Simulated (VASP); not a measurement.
Input of a VASP 6.6.1 run:

File INCAR:

```
SYSTEM = Si3S2
  ALGO = Normal
  EDIFF = 1E-7
  ENCUT = 520
  GGA = PE
  ISIF = 2
  ISMEAR = 0
  LASPH = .True.
  LCHARG = .True.
  LELF = .True.
  LREAL = .False.
  LVHAR = .True.
  LWAVE = .False.
  NBANDS = 20
  NELM = 60
  PREC = Accurate
  SIGMA = 0.1
```

Contents of KPOINTS:

```
k-points
0
Gamma
  6 6 4
  0 0 0
```

The input POSCAR:

```
Si3S2
1.0
    3.9782418182      0.0000000000      0.0000000000
   -1.9891209091      3.4452584770      0.0000000000
    0.0000000000      0.0000000000      6.1894980573
Si S
3 2
Direct
    0.0000000000      0.0000000000      0.0000000000
    0.3333333333      0.6666666667      0.6450000000
    0.6666666667      0.3333333333      0.3550000000
    0.3333333333      0.6666666667      0.2450000000
    0.6666666667      0.3333333333      0.7550000000
```

Potentials or basis: VASP PAW PBE potentials, release 64 (Si, S).

Launch:

```bash
$ cat potpaw_PBE.64/Si/POTCAR potpaw_PBE.64/S/POTCAR > POTCAR
$ mpirun -np 1 vasp_std > vasp.out
```

Question: What does it give for the band gap on the k mesh?

Answer: Zero (bands 12 and 13 overlap by 2.23 eV).

Question: What does it give for the pressure?

Answer: 7.3 GPa.

Forces on the atoms (eV/Å):
```
Si   0.000  0.000  0.000
Si   0.000  0.000  0.480
Si   0.000  0.000 -0.480
S    0.000  0.000 -0.643
S    0.000  0.000  0.643
```

Caveat: the cell stands under pressure.
